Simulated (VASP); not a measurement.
# Cu2O (Pn-3m) in VASP: further runs

Runs on Cu2O. Level: HSE06. Tasks: single point.

Everything below comes from runs of VASP 6.6.1. Logs are shortened: lines on timing, memory, paths and dates and some standing lists are left out, and cuts for length are marked.

## Step 1: The cell of the first run

Symmetry: Pn-3m, No. 224, cubic system. The conventional cell has a = 4.161 Å, b = 4.161 Å, c = 4.161 Å, α = 90.00°, β = 90.00°, γ = 90.00°. Within 2.4 Å of Cu (site symmetry -3m) lie 2 O at 1.80 Å. O (site symmetry -43m) has 4 Cu at 1.80 Å within 2.4 Å.

## Step 2: Single point, HSE06 (strain -2.0%)

File POSCAR:

```
Cu2O
1.0
    4.1611586922      0.0000000000      0.0000000000
    0.0000000000      4.1611586922      0.0000000000
    0.0000000000      0.0000000000      4.1611586922
Cu O
4 2
Direct
    0.2500000000      0.2500000000      0.7500000000
    0.7500000000      0.2500000000      0.2500000000
    0.2500000000      0.7500000000      0.2500000000
    0.7500000000      0.7500000000      0.7500000000
    0.5000000000      0.5000000000      0.5000000000
    0.0000000000      0.0000000000      0.0000000000
```

File INCAR.step1:

```
ALGO = Normal ; EDIFF = 1E-5
ENCUT = 520 ; GGA = PE
GGA_COMPAT = F ; ISIF = 2
ISMEAR = 0 ; KPAR = 4
LASPH = T ; LCHARG = F
LREAL = F ; LWAVE = T
NBANDS = 37 ; NELM = 120
PREC = Accurate ; SIGMA = 0.01
```

File INCAR.step2:

```
ALGO = Normal ; EDIFF = 1E-6
ENCUT = 520 ; GGA = PE
GGA_COMPAT = F ; HFSCREEN = 0.2079
ISIF = 2 ; ISMEAR = 0
ISTART = 1 ; KPAR = 4
LASPH = T ; LCHARG = F
LHFCALC = T ; LREAL = F
LWAVE = F ; NBANDS = 37
NELM = 120 ; PREC = Accurate
PRECFOCK = Normal ; SIGMA = 0.01
```

File KPOINTS:

```
k-points
0
Gamma
  4 4 4
```

Potentials or basis: VASP PAW PBE potentials, release 64 (Cu, O).

The run is started by

```
> cat potpaw_PBE.64/Cu/POTCAR potpaw_PBE.64/O/POTCAR > POTCAR
> cp INCAR.step1 INCAR
> mpirun -np 4 vasp_std > vasp.out
> cp INCAR.step2 INCAR
> mpirun -np 4 vasp_std > vasp.out
```

OUTCAR:

```text
EDIFF = 1E-6
   ENCUT = 520
   GGA = PE
   HFSCREEN = 0.2079
   ISIF = 2
   ISMEAR = 0
   ISTART = 1
   LASPH = T
   LHFCALC = T
   LREAL = F
   NELM = 120
   PREC = Accurate
   PRECFOCK = Normal

 ion  position               nearest neighbor table
   1  0.250  0.250  0.750-   5 1.80   6 1.80
   2  0.750  0.250  0.250-   5 1.80   6 1.80
   3  0.250  0.750  0.250-   5 1.80   6 1.80
   4  0.750  0.750  0.750-   5 1.80   6 1.80
   5  0.500  0.500  0.500-   1 1.80   2 1.80   3 1.80   4 1.80
   6  0.000  0.000  0.000-   1 1.80   2 1.80   3 1.80   4 1.80

  LATTYP: Found a simple cubic cell.
 ALAT       =     4.1611586922

  Lattice vectors:

 A1 = (   4.1611586922,   0.0000000000,   0.0000000000)
 A2 = (   0.0000000000,   4.1611586922,   0.0000000000)
 A3 = (   0.0000000000,   0.0000000000,   4.1611586922)

Analysis of symmetry for initial positions (statically):
=====================================================================
 Subroutine PRICEL returns:
 Original cell was already a primitive cell.

 Routine SETGRP: Setting up the symmetry group for a
 simple cubic supercell.

 Subroutine GETGRP returns: Found 48 space group operations
 (whereof 24 operations were pure point group operations)
 out of a pool of 48 trial point group operations.

The static configuration has the point symmetry T_d .
 The point group associated with its full space group is O_h .

Analysis of symmetry for dynamics (positions and initial velocities):
=====================================================================
 Subroutine PRICEL returns:
 Original cell was already a primitive cell.

 Routine SETGRP: Setting up the symmetry group for a
 simple cubic supercell.

 Subroutine GETGRP returns: Found 48 space group operations
 (whereof 24 operations were pure point group operations)
 out of a pool of 48 trial point group operations.

The dynamic configuration has the point symmetry T_d .
 The point group associated with its full space group is O_h .

 Subroutine INISYM returns: Found 48 space group operations
 (whereof 24 operations are pure point group operations),
 and found     1 'primitive' translations

[... 92 lines left out ...]
   NFREE  =      0    steps in history (QN), initial steepest desc. (CG)
   ISIF   =      2    stress and relaxation
   ISYM   =      3    0-nonsym 1-usesym 2-fastsym
   POTIM  = 0.5000    time-step for ionic-motion
   TEBEG  =    0.0;   TEEND  =   0.0 temperature during run
   PSTRESS=    0.0 pullay stress
   NELECT =      56.0000    total number of electrons
   NUPDOWN=      -1.0000    fix difference up-down
   EMIN   =  10.00;   EMAX   =-10.00  energy-range for DOS
   EFERMI =   0.00;   METHOD = LEGACY
   ISMEAR =     0;   SIGMA  =   0.01  broadening in eV -4-tet -1-fermi 0-gaus
   EFERMI_NEDOS =   21; number of points for ismear=-14 and -15
   IALGO  =     38    algorithm
   IMIX   =      1    mixing-type and parameters
     AMIX     =   0.40;   BMIX     =  1.00
     AMIX_MAG =   1.60;   BMIX_MAG =  1.00
  volume/ion in A,a.u.               =      12.01        81.04
  Fermi-wavevector in a.u.,A,eV,Ry     =   1.505185  2.844387 30.825115  2.265582
  Thomas-Fermi vector in A             =   2.616067
   LORBIT       =      0    0 simple, 1 ext, 2 COOP (PROOUT), +10 PAW based schemes
   GGA     = PE    functional components
   LHFCALC =     T    Hartree Fock is set to
   PRECFOCK=normal    Normal, Fast or Accurate (Low or Medium for compatibility)
   ENCUT4O =  -1.0   cutoff for four orbital integrals eV
   NKREDX  =     1    reduce k-point grid by
   NKREDY  =     1    reduce k-point grid by
   NKREDZ  =     1    reduce k-point grid by
   AEXX    =    0.2500 exact exchange contribution
   HFSCREEN=    0.2079 screening length (either q_TF or 0.3 A-1)
   HFSCREENC=   0.2079 screening length for correlation (either q_TF or 0.3 A-1)
   ENCUTFOCK=  -1.0 apply spherical cutoff to Coloumb kernel
   IVDW    =     0    specifies the selected vdW correction
   LEPSILON=     F    determine dielectric tensor
   LRPA    =     F    only Hartree local field effects (RPA)
 non-spin polarized calculation
 Gauss-broadening in eV      SIGMA  =   0.01
  energy-cutoff  :      520.00
  volume of cell :       72.05
 maximum number of plane-waves:      1956
 NGX is ok and might be reduce to    32
  NGX = 24; NGY = 24; NGZ = 24

 number of electron      56.0000012 magnetization

 Free energy of the ion-electron system (eV)
  ---------------------------------------------------
  ext. energy  EPLUGINS =         0.00000000
  ---------------------------------------------------
  free energy    TOTEN  =       -31.38852008 eV

  energy without entropy =      -31.38852008  energy(sigma->0) =      -31.38852008

 E-fermi :   4.6789     XC(G=0):  -9.3128

 val. band max:        4.6028595207   @ k =   0.0000   0.0000   0.0000
 cond. band min:       6.8204854118   @ k =   0.0000   0.0000   0.0000
 fundamental gap:      2.2176258911
 Fermi energy:         4.6789421495

 k-point     1 :       0.0000    0.0000    0.0000
  band No.  band energies     occupation
      1     -17.7994      2.00000
      2     -16.8669      2.00000
      3      -3.7879      2.00000
      4      -3.7879      2.00000
      5      -3.7879      2.00000
      6      -0.9509      2.00000
[... 389 lines left out ...]
     36      15.3358      0.00000
     37      21.0345      0.00000

------------------------ aborting loop because EDIFF is reached ----------------------------------------

  FORCE on cell =-STRESS in cart. coord.  units (eV):
  Direction    XX          YY          ZZ          XY          YZ          ZX
  --------------------------------------------------------------------------------------
  -------------------------------------------------------------------------------------
  Total        5.8662608      5.8662608      5.8662608     -0.0000000      0.0000000     -0.0000000
  in kB      130.4455039    130.4455039    130.4455039     -0.0000000      0.0000000     -0.0000000
  external PRESSURE =     130.4455039 kB  Pullay stress =       0.0000000 kB

 VOLUME and BASIS-vectors are now :
 -----------------------------------------------------------------------------
  energy-cutoff  :      520.00
  volume of cell :       72.05
      direct lattice vectors                 reciprocal lattice vectors
     4.161158692  0.000000000  0.000000000     0.240317679  0.000000000  0.000000000
     0.000000000  4.161158692  0.000000000     0.000000000  0.240317679  0.000000000
     0.000000000  0.000000000  4.161158692     0.000000000  0.000000000  0.240317679

 POSITION                                       TOTAL-FORCE (eV/Angst)
 -----------------------------------------------------------------------------------
      1.04029      1.04029      3.12087         0.000000     -0.000000      0.000000
      3.12087      1.04029      1.04029         0.000000      0.000000     -0.000000
      1.04029      3.12087      1.04029        -0.000000     -0.000000      0.000000
      3.12087      3.12087      3.12087        -0.000000      0.000000     -0.000000
      2.08058      2.08058      2.08058         0.000000     -0.000000     -0.000000
      0.00000      0.00000      0.00000        -0.000000      0.000000     -0.000000
 -----------------------------------------------------------------------------------
    total drift:                               -0.000001     -0.000000     -0.000001

  FREE ENERGIE OF THE ION-ELECTRON SYSTEM (eV)
  ---------------------------------------------------
  free  energy   TOTEN  =       -31.3885200785 eV

  energy  without entropy=      -31.3885200785  energy(sigma->0) =      -31.38852008
```

OUTCAR.step1:

```text
EDIFF = 1E-5
   ENCUT = 520
   GGA = PE
   ISIF = 2
[... 623 lines left out ...]
      1.04029      3.12087      1.04029         0.000000      0.000000     -0.000000
      3.12087      3.12087      3.12087         0.000000     -0.000000     -0.000000
      2.08058      2.08058      2.08058        -0.000000      0.000000      0.000000
      0.00000      0.00000      0.00000        -0.000000      0.000000      0.000000
 -----------------------------------------------------------------------------------
    total drift:                               -0.000000      0.000000     -0.000000

  FREE ENERGIE OF THE ION-ELECTRON SYSTEM (eV)
  ---------------------------------------------------
  free  energy   TOTEN  =       -26.9343555530 eV

  energy  without entropy=      -26.9343555530  energy(sigma->0) =      -26.93435555
```

OSZICAR.step1:

```text
N       E                     dE             d eps       ncg     rms          rms(c)
DAV:   1     0.554435862516E+03    0.55444E+03   -0.24811E+04   740   0.246E+03
DAV:   2     0.637857879606E+02   -0.49065E+03   -0.46704E+03   745   0.469E+02
DAV:   3    -0.272496563046E+02   -0.91035E+02   -0.86588E+02   903   0.221E+02
DAV:   4    -0.331658971424E+02   -0.59162E+01   -0.58432E+01  1057   0.630E+01
DAV:   5    -0.332313266998E+02   -0.65430E-01   -0.65398E-01   975   0.789E+00    0.190E+01
DAV:   6    -0.299510962841E+02    0.32802E+01   -0.52202E+01   959   0.137E+02    0.119E+01
DAV:   7    -0.269011306002E+02    0.30500E+01   -0.13665E+01   947   0.851E+01    0.307E+00
DAV:   8    -0.269640374177E+02   -0.62907E-01   -0.13124E+00   937   0.656E+00    0.167E+00
DAV:   9    -0.269407938162E+02    0.23244E-01   -0.65911E-02   969   0.360E+00    0.585E-01
DAV:  10    -0.269353488821E+02    0.54449E-02   -0.30419E-02   993   0.257E+00    0.269E-01
DAV:  11    -0.269344560423E+02    0.89284E-03   -0.61420E-03  1154   0.888E-01    0.830E-02
DAV:  12    -0.269343457672E+02    0.11028E-03   -0.93224E-04   983   0.306E-01    0.176E-02
DAV:  13    -0.269343568188E+02   -0.11052E-04   -0.99556E-05   866   0.136E-01    0.818E-03
DAV:  14    -0.269343555530E+02    0.12658E-05   -0.87312E-06   420   0.653E-02
   1 F= -.26934356E+02 E0= -.26934356E+02  d E =-.412972E-16
```

Run time: 14 min. Hardware: 4 MPI ranks of Intel Xeon Platinum 8488C (Sapphire Rapids), shared host; peak memory 0.3 GiB.

What came out:

* Free energy: -31.3885 eV
* Pressure: 13.0 GPa
* Band gap on the k mesh: 2.22 eV, direct

Levels at points of the mesh, in eV from the valence-band top:
```tsv
k point	band 24	band 25	band 26	band 27	band 28	band 29	band 30	band 31	band 32	band 33
(0.00, 0.00, 0.00)	-2.47	-2.47	0.00	0.00	0.00	2.22	2.22	2.23	10.51	10.51
(0.50, 0.00, 0.00)	-2.62	-1.89	-1.89	-0.37	-0.37	4.02	4.02	5.60	5.60	9.42
(0.50, 0.50, 0.00)	-2.24	-1.91	-1.91	-0.78	-0.78	3.39	3.39	5.65	5.65	8.85
(0.50, 0.50, 0.50)	-2.53	-0.97	-0.84	-0.84	-0.84	3.70	3.70	3.70	7.06	7.06
```

Caveat: the cell differs from its parent crystal (strain -2.0%); the PAW data sets were made with another functional, which shifts forces and pressure a little.

## Step 3: Single point, HSE06 (strain -1.0%)

Changes to POSCAR since step 2:

```diff
@@ -2,5 +2,5 @@
 1.0
-    4.1611586922      0.0000000000      0.0000000000
-    0.0000000000      4.1611586922      0.0000000000
-    0.0000000000      0.0000000000      4.1611586922
+    4.2036194952      0.0000000000      0.0000000000
+    0.0000000000      4.2036194952      0.0000000000
+    0.0000000000      0.0000000000      4.2036194952
 Cu O
```

File INCAR.step1:

```
  PREC = Accurate
  ENCUT = 520
  EDIFF = 1E-5
  ISMEAR = 0
  SIGMA = 0.01
  LREAL = F
  LASPH = T
  NELM = 120
  ALGO = Normal
  ISIF = 2
  LWAVE = T
  LCHARG = F
  NBANDS = 37
  GGA = PE
  GGA_COMPAT = F
  KPAR = 4
```

File INCAR.step2:

```
  PREC = Accurate
  ENCUT = 520
  EDIFF = 1E-6
  ISMEAR = 0
  SIGMA = 0.01
  LREAL = F
  LASPH = T
  NELM = 120
  ALGO = Normal
  ISIF = 2
  LWAVE = F
  LCHARG = F
  GGA = PE
  LHFCALC = T
  HFSCREEN = 0.2079
  PRECFOCK = Normal
  NBANDS = 37
  ISTART = 1
  GGA_COMPAT = F
  KPAR = 4
```

File KPOINTS:

```
regular mesh
0
Gamma
  4 4 4
```

Potentials or basis: VASP PAW PBE potentials, release 64 (Cu, O).

The run is started by

```
> cat potpaw_PBE.64/Cu/POTCAR potpaw_PBE.64/O/POTCAR > POTCAR
> cp INCAR.step1 INCAR
> mpirun -np 4 vasp_std > vasp.out
> cp INCAR.step2 INCAR
> mpirun -np 4 vasp_std > vasp.out
```

Run time: 19 min. Hardware: 4 MPI ranks of Intel Xeon Platinum 8375C at 2.90GHz (Ice Lake), shared host; peak memory 0.31 GiB.

The run converged. Its results:

```
Free energy            : -31.5387 eV
Pressure               : 8.1 GPa
Band gap on the k mesh : 2.14 eV, direct
```

Levels at points of the mesh, in eV from the valence-band top:
```tsv
k point	band 24	band 25	band 26	band 27	band 28	band 29	band 30	band 31	band 32	band 33
(0.00, 0.00, 0.00)	-2.38	-2.38	0.00	0.00	0.00	2.14	2.34	2.34	10.33	10.33
(0.50, 0.00, 0.00)	-2.52	-1.82	-1.82	-0.35	-0.35	3.93	3.93	5.62	5.62	9.37
(0.50, 0.50, 0.00)	-2.15	-1.84	-1.84	-0.74	-0.74	3.38	3.38	5.59	5.59	8.76
(0.50, 0.50, 0.50)	-2.44	-0.94	-0.81	-0.81	-0.81	3.76	3.76	3.76	6.95	6.95
```

Caveat: the cell differs from its parent crystal (strain -1.0%); the PAW data sets were made with another functional, which shifts forces and pressure a little.
